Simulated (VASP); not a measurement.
# C in VASP: notebook

Runs on C. Level: PBEsol. Tasks: single point.

Program: VASP 6.6.1. These are calculated values, not measurements. Logs are shortened: lines on timing, memory, paths and dates and some standing lists are left out, and cuts for length are marked.

## (1) The cell of the first run

The cell holds a slab with vacuum, 14 atoms: a = 2.513 Å, b = 2.513 Å, c = 26.550 Å, α = 90.00°, β = 90.00°, γ = 90.00°.

## (2) Single point, PBEsol

INCAR

```
PREC     = Accurate       # precision mode
ENCUT    = 520            # plane-wave cutoff, eV
EDIFF    = 1E-6           # SCF threshold, eV
ISMEAR   = 0              # smearing method
SIGMA    = 0.05           # smearing width, eV
LREAL    = F              # projectors in reciprocal space
LASPH    = T              # aspherical terms in the spheres
NELM     = 100            # most SCF steps
ALGO     = Normal         # electronic algorithm
ISIF     = 2              # what is computed and relaxed
LWAVE    = F              # write WAVECAR
LCHARG   = F              # write CHGCAR
LDIPOL   = T            
IDIPOL   = 3            
DIPOL    = 0.5 0.5 0.500
GGA      = PS             # functional
NBANDS   = 41             # bands
```

KPOINTS

```
Automatic mesh
0
Gamma
  11 11 1
```

POSCAR

```
C
1.0
    2.5129226041      0.0000000000      0.0000000000
    0.0000000000      2.5129226041      0.0000000000
    0.0000000000      0.0000000000     26.5498799905
C
14
Direct
    0.0000000000      0.5000000000      0.2824871526
    0.0000000000      0.0000000000      0.3159506676
    0.5000000000      0.0000000000      0.3494141826
    0.5000000000      0.5000000000      0.3828776975
    0.0000000000      0.5000000000      0.4163412125
    0.0000000000      0.0000000000      0.4498047275
    0.5000000000      0.0000000000      0.4832682425
    0.5000000000      0.5000000000      0.5167317575
    0.0000000000      0.5000000000      0.5501952725
    0.0000000000      0.0000000000      0.5836587875
    0.5000000000      0.0000000000      0.6171223025
    0.5000000000      0.5000000000      0.6505858174
    0.0000000000      0.5000000000      0.6840493324
    0.0000000000      0.0000000000      0.7175128474
```

Potentials or basis: VASP PAW PBE potentials, release 64 (C).

On the command line:

```sh
$ cat potpaw_PBE.64/C/POTCAR > POTCAR
$ mpirun -np 1 vasp_std > vasp.out
```

OUTCAR:

```text
PREC = Accurate
   ENCUT = 520
   EDIFF = 1E-6
   ISMEAR = 0
   LREAL = F
   LASPH = T
   NELM = 100
   ISIF = 2
   GGA = PS

 ion  position               nearest neighbor table
   1  0.000  0.500  0.282-   2 1.54   2 1.54
   2  0.000  0.000  0.316-   1 1.54   3 1.54   1 1.54   3 1.54
   3  0.500  0.000  0.349-   4 1.54   4 1.54   2 1.54   2 1.54
   4  0.500  0.500  0.383-   3 1.54   3 1.54   5 1.54   5 1.54
   5  0.000  0.500  0.416-   4 1.54   6 1.54   6 1.54   4 1.54
   6  0.000  0.000  0.450-   5 1.54   7 1.54   5 1.54   7 1.54
   7  0.500  0.000  0.483-   8 1.54   8 1.54   6 1.54   6 1.54
   8  0.500  0.500  0.517-   7 1.54   7 1.54   9 1.54   9 1.54
   9  0.000  0.500  0.550-   8 1.54  10 1.54  10 1.54   8 1.54
  10  0.000  0.000  0.584-   9 1.54  11 1.54   9 1.54  11 1.54
  11  0.500  0.000  0.617-  12 1.54  12 1.54  10 1.54  10 1.54
  12  0.500  0.500  0.651-  11 1.54  11 1.54  13 1.54  13 1.54
  13  0.000  0.500  0.684-  12 1.54  14 1.54  14 1.54  12 1.54
  14  0.000  0.000  0.718-  13 1.54  13 1.54

  LATTYP: Found a simple tetragonal cell.
 ALAT       =     2.5129226041
 C/A-ratio  =    10.5653393173

  Lattice vectors:

 A1 = (   2.5129226041,   0.0000000000,   0.0000000000)
 A2 = (   0.0000000000,   2.5129226041,   0.0000000000)
 A3 = (   0.0000000000,   0.0000000000,  26.5498799905)

Analysis of symmetry for initial positions (statically):
=====================================================================
 Subroutine PRICEL returns:
 Original cell was already a primitive cell.

 Routine SETGRP: Setting up the symmetry group for a
 simple tetragonal supercell.

 Subroutine GETGRP returns: Found  8 space group operations
 (whereof  4 operations were pure point group operations)
 out of a pool of 16 trial point group operations.

The static configuration has the point symmetry C_2v.
 The point group associated with its full space group is D_2h.

Analysis of symmetry for dynamics (positions and initial velocities):
=====================================================================
 Subroutine PRICEL returns:
 Original cell was already a primitive cell.

 Routine SETGRP: Setting up the symmetry group for a
 simple tetragonal supercell.

 Subroutine GETGRP returns: Found  8 space group operations
 (whereof  4 operations were pure point group operations)
 out of a pool of 16 trial point group operations.

The dynamic configuration has the point symmetry C_2v.
 The point group associated with its full space group is D_2h.

 Subroutine INISYM returns: Found  8 space group operations
 (whereof  4 operations are pure point group operations),
 and found     1 'primitive' translations

----------------------------------------------------------------------------------------

                                     Primitive cell

  volume of cell :     167.6567

  direct lattice vectors                    reciprocal lattice vectors
     2.512922604  0.000000000  0.000000000     0.397943016  0.000000000  0.000000000
     0.000000000  2.512922604  0.000000000     0.000000000  0.397943016  0.000000000
     0.000000000  0.000000000 26.549879990     0.000000000  0.000000000  0.037664954

  length of vectors
     2.512922604  2.512922604 26.549879990     0.397943016  0.397943016  0.037664954

  position of ions in fractional coordinates (direct lattice)
     0.000000000  0.500000000  0.282487153
     0.000000000  0.000000000  0.315950668
     0.500000000  0.000000000  0.349414183
     0.500000000  0.500000000  0.382877697
     0.000000000  0.500000000  0.416341213
     0.000000000  0.000000000  0.449804728
     0.500000000  0.000000000  0.483268243
     0.500000000  0.500000000  0.516731757
     0.000000000  0.500000000  0.550195272
     0.000000000  0.000000000  0.583658787
     0.500000000  0.000000000  0.617122303
     0.500000000  0.500000000  0.650585817
     0.000000000  0.500000000  0.684049332
     0.000000000  0.000000000  0.717512847

  ion indices of the primitive-cell ions
   primitive index   ion index
                 1           1
                 2           2
                 3           3
                 4           4
                 5           5
                 6           6
                 7           7
                 8           8
                 9           9
                10          10
                11          11
                12          12
                13          13
                14          14

----------------------------------------------------------------------------------------

 KPOINTS: Automatic mesh

Automatic generation of k-mesh.
 Grid dimensions read from file:
 generate k-points for:   11   11    1

 Generating k-lattice:

  Cartesian coordinates                     Fractional coordinates (reciprocal lattice)
     0.036176638  0.000000000  0.000000000     0.090909091  0.000000000  0.000000000
     0.000000000  0.036176638  0.000000000     0.000000000  0.090909091  0.000000000
     0.000000000  0.000000000  0.037664954     0.000000000  0.000000000  1.000000000

  Length of vectors
     0.036176638  0.036176638  0.037664954

  Shift w.r.t. Gamma in fractional coordinates (k-lattice)
     0.000000000  0.000000000  0.000000000

 Subroutine IBZKPT returns following result:
 ===========================================

 Found     36 irreducible k-points:

 Following reciprocal coordinates:
            Coordinates               Weight
  0.000000  0.000000  0.000000      1.000000
  0.090909  0.000000  0.000000      2.000000
  0.000000  0.090909  0.000000      2.000000
  0.181818  0.000000  0.000000      2.000000
  0.000000  0.181818  0.000000      2.000000
  0.272727  0.000000  0.000000      2.000000
[... 16 lines left out ...]
 -0.181818  0.272727  0.000000      4.000000
  0.363636  0.181818  0.000000      4.000000
 [... further k-points ...]
   k-points           NKPTS =     36   k-points in BZ     NKDIM =     36   number of bands    NBANDS=     41
   number of dos      NEDOS =    301   number of ions     NIONS =     14
   total plane-waves  NPLWV =  80000
   dimension x,y,z NGX =    20 NGY =   20 NGZ =  200
   dimension x,y,z NGXF=    40 NGYF=   40 NGZF=  400
   ions per type =              14
   NGX,Y,Z   is equivalent  to a cutoff of  13.23, 13.23, 12.52 a.u.
   NGXF,Y,Z  is equivalent  to a cutoff of  26.46, 26.46, 25.05 a.u.
 SYSTEM =  unknown system
   PREC   = accura    normal or accurate (medium, high low for compatibility)
   ISTART =      0    job   : 0-new  1-cont  2-samecut
   ICHARG =      2    charge: 1-file 2-atom 10-const
   ISPIN  =      1    spin polarized calculation?
   LNONCOLLINEAR =      F non collinear calculations
   LSORBIT =      F    spin-orbit coupling
   LASPH  =      T    aspherical Exc in radial PAW
   ENCUT  =  520.0 eV  38.22 Ry    6.18 a.u.   4.67  4.67 49.37*2*pi/ulx,y,z
   NELM   =    100;   NELMIN=  2; NELMDL= -5     # of ELM steps
   EDIFF  = 0.1E-05   stopping-criterion for ELM
   LREAL  =      F    real-space projection
[... 7 lines left out ...]
   TEBEG  =    0.0;   TEEND  =   0.0 temperature during run
   PSTRESS=    0.0 pullay stress
   NELECT =      56.0000    total number of electrons
   NUPDOWN=      -1.0000    fix difference up-down
   EMIN   =  10.00;   EMAX   =-10.00  energy-range for DOS
   EFERMI =   0.00;   METHOD = LEGACY
   ISMEAR =     0;   SIGMA  =   0.05  broadening in eV -4-tet -1-fermi 0-gaus
   EFERMI_NEDOS =   21; number of points for ismear=-14 and -15
   IALGO  =     38    algorithm
   IMIX   =      4    mixing-type and parameters
     AMIX     =   0.40;   BMIX     =  1.00
     AMIX_MAG =   1.60;   BMIX_MAG =  1.00
  volume/ion in A,a.u.               =      11.98        80.81
  Fermi-wavevector in a.u.,A,eV,Ry     =   1.135875  2.146493 17.554403  1.290212
  Thomas-Fermi vector in A             =   2.272580
   LORBIT       =      0    0 simple, 1 ext, 2 COOP (PROOUT), +10 PAW based schemes
   GGA     = PS    functional components
   LHFCALC =     F    Hartree Fock is set to
   AEXX    =    0.0000 exact exchange contribution
   IVDW    =     0    specifies the selected vdW correction
   LEPSILON=     F    determine dielectric tensor
   LRPA    =     F    only Hartree local field effects (RPA)
 non-spin polarized calculation
 Gauss-broadening in eV      SIGMA  =   0.05
  energy-cutoff  :      520.00
  volume of cell :      167.66
 maximum number of plane-waves:      4599
   NGX =  9   NGY =  9   NGZ = 99

 dipolmoment           0.000000      0.000000     -0.000000 electrons x Angstroem

 number of electron      56.0000007 magnetization

 dipolmoment           0.000000      0.000000      0.000000 electrons x Angstroem

 Free energy of the ion-electron system (eV)
  ---------------------------------------------------
  ext. energy  EPLUGINS =         0.00000000
  ---------------------------------------------------
  free energy    TOTEN  =      -127.48018139 eV

  energy without entropy =     -127.47739865  energy(sigma->0) =     -127.47879002

 E-fermi :   0.6457     XC(G=0):  -7.1576

 val. band max:        0.6144761348   @ k =   0.0909   0.0000   0.0000
 cond. band min:       0.6521405863   @ k =   0.0000   0.0909   0.0000
 fundamental gap:      0.0376644515
 Fermi energy:         0.6457360612

 k-point     1 :       0.0000    0.0000    0.0000
  band No.  band energies     occupation
      1     -20.9888      2.00000
      2     -20.3482      2.00000
      3     -19.3983      2.00000
      4     -18.1462      2.00000
      5     -16.6106      2.00000
      6     -14.8224      2.00000
[... 32 lines left out ...]
     39       7.1456      0.00000
[... 988 lines left out ...]
     39      10.7483      0.00000
     40      10.8301      0.00000

 [... further k-points ...]

 [bands above 40 left out]

------------------------ aborting loop because EDIFF is reached ----------------------------------------

 vacuum level on the upper side and lower side of the slab       (xc-potential included)        -0.142        -0.142

  FORCE on cell =-STRESS in cart. coord.  units (eV):
  Direction    XX          YY          ZZ          XY          YZ          ZX
  --------------------------------------------------------------------------------------
  -------------------------------------------------------------------------------------
  Total       -8.0538052     -0.9809118     -3.6487665      0.0000000      0.0000000      0.0000000
  in kB      -76.9645823     -9.3738882    -34.8687088      0.0000000      0.0000000      0.0000000
  external PRESSURE =     -40.4023931 kB  Pullay stress =       0.0000000 kB

 VOLUME and BASIS-vectors are now :
 -----------------------------------------------------------------------------
  energy-cutoff  :      520.00
  volume of cell :      167.66
      direct lattice vectors                 reciprocal lattice vectors
     2.512922604  0.000000000  0.000000000     0.397943016  0.000000000  0.000000000
     0.000000000  2.512922604  0.000000000     0.000000000  0.397943016  0.000000000
     0.000000000  0.000000000 26.549879990     0.000000000  0.000000000  0.037664954

 POSITION                                       TOTAL-FORCE (eV/Angst)
 -----------------------------------------------------------------------------------
      0.00000      1.25646      7.50000         0.000000      0.000000      2.255380
      0.00000      0.00000      8.38845         0.000000      0.000000     -2.410878
      1.25646      0.00000      9.27690         0.000000      0.000000      0.238279
      1.25646      1.25646     10.16536         0.000000      0.000000     -0.141969
      0.00000      1.25646     11.05381         0.000000      0.000000      0.020007
      0.00000      0.00000     11.94226         0.000000      0.000000     -0.018945
      1.25646      0.00000     12.83071         0.000000      0.000000      0.007014
      1.25646      1.25646     13.71917         0.000000      0.000000     -0.007014
      0.00000      1.25646     14.60762         0.000000      0.000000      0.018945
      0.00000      0.00000     15.49607         0.000000      0.000000     -0.020007
      1.25646      0.00000     16.38452         0.000000      0.000000      0.141969
      1.25646      1.25646     17.27298         0.000000      0.000000     -0.238279
      0.00000      1.25646     18.16143         0.000000      0.000000      2.410878
      0.00000      0.00000     19.04988         0.000000      0.000000     -2.255380
 -----------------------------------------------------------------------------------
    total drift:                               -0.000000      0.000000      0.000000

  FREE ENERGIE OF THE ION-ELECTRON SYSTEM (eV)
  ---------------------------------------------------
  free  energy   TOTEN  =      -127.4801813928 eV

  energy  without entropy=     -127.4773986468  energy(sigma->0) =     -127.47879002

 vacuum level on the upper side and lower side of the slab         8.068         8.068
```

It took 7.1 min on 1 thread of Intel Xeon Platinum 8259CL at 2.50GHz (Skylake/Cascade Lake), shared host; peak memory 0.35 GiB.

Results:

| Quantity | Value |
| --- | --- |
| Free energy | -127.4802 eV |
| Largest force | 2.411 eV/Å |
| Band gap on the k mesh | zero (bands 28 and 29 overlap by 0.20 eV) |

Forces in eV/Å, atoms in the order of the input:
```
C    0.000  0.000  2.255
C    0.000  0.000 -2.411
C    0.000  0.000  0.238
C    0.000  0.000 -0.142
C    0.000  0.000  0.020
C    0.000  0.000 -0.019
C    0.000  0.000  0.007
C    0.000  0.000 -0.007
C    0.000  0.000  0.019
C    0.000  0.000 -0.020
C    0.000  0.000  0.142
C    0.000  0.000 -0.238
C    0.000  0.000  2.411
C    0.000  0.000 -2.255
```

Caveat: the PAW data sets were made with another functional, which shifts forces and pressure a little.

## (3) Single point, PBEsol

INCAR

```
  PREC = Accurate
  ENCUT = 520
  EDIFF = 1E-6
  ISMEAR = 0
  SIGMA = 0.05
  LREAL = False
  LASPH = True
  NELM = 60
  ALGO = Normal
  ISIF = 2
  LWAVE = False
  LCHARG = False
  LDIPOL = True
  IDIPOL = 3
  DIPOL = 0.5 0.5 0.500
  GGA = PS
  NBANDS = 41
```

KPOINTS is that of step 2.

POSCAR

```
C
1.0
    2.5129226041      0.0000000000      0.0000000000
    0.0000000000      2.5129226041      0.0000000000
    0.0000000000      0.0000000000     26.5498799905
C
14
Direct
    0.0000000000      0.5000000000      0.2854011072
    0.0000000000      0.0000000000      0.3149807188
    0.5000000000      0.0000000000      0.3497174663
    0.5000000000      0.5000000000      0.3827681593
    0.0000000000      0.5000000000      0.4163641010
    0.0000000000      0.0000000000      0.4497809676
    0.5000000000      0.0000000000      0.4832764672
    0.5000000000      0.5000000000      0.5167235496
    0.0000000000      0.5000000000      0.5502190419
    0.0000000000      0.0000000000      0.5836359042
    0.5000000000      0.0000000000      0.6172318403
    0.5000000000      0.5000000000      0.6502825410
    0.0000000000      0.5000000000      0.6850192596
    0.0000000000      0.0000000000      0.7145988759
```

Potentials or basis: VASP PAW PBE potentials, release 64 (C).

On the command line:

```sh
$ cat potpaw_PBE.64/C/POTCAR > POTCAR
$ mpirun -np 1 vasp_std > vasp.out
```

Run time: 6.2 min. Hardware: 1 thread of Intel Xeon Platinum 8259CL at 2.50GHz (Skylake/Cascade Lake), shared host; peak memory 0.35 GiB.

The run converged. Its results:

* Free energy: -127.7188 eV
* Largest force: 0.060 eV/Å
* Band gap on the k mesh: zero (bands 28 and 29 overlap by 0.27 eV)

Forces in eV/Å, atoms in the order of the input:
```
C    0.000  0.000 -0.060
C    0.000  0.000  0.010
C    0.000  0.000 -0.004
C    0.000  0.000  0.004
C    0.000  0.000  0.000
C    0.000  0.000  0.000
C    0.000  0.000 -0.001
C    0.000  0.000  0.001
C    0.000  0.000  0.000
C    0.000  0.000  0.000
C    0.000  0.000 -0.004
C    0.000  0.000  0.004
C    0.000  0.000 -0.010
C    0.000  0.000  0.060
```

Levels at points of the mesh, in eV from the Fermi level:
```tsv
k point	band 26	band 27	band 28	band 29	band 30	band 31
(0.00, 0.00, 0.00)	-0.92	0.00	0.13	3.32	3.61	3.73
```

Caveat: the PAW data sets were made with another functional, which shifts forces and pressure a little.

(Part 1 of 2 ends here.)

The gap in the log of VASP goes by the Fermi energy; the results here count the filled bands.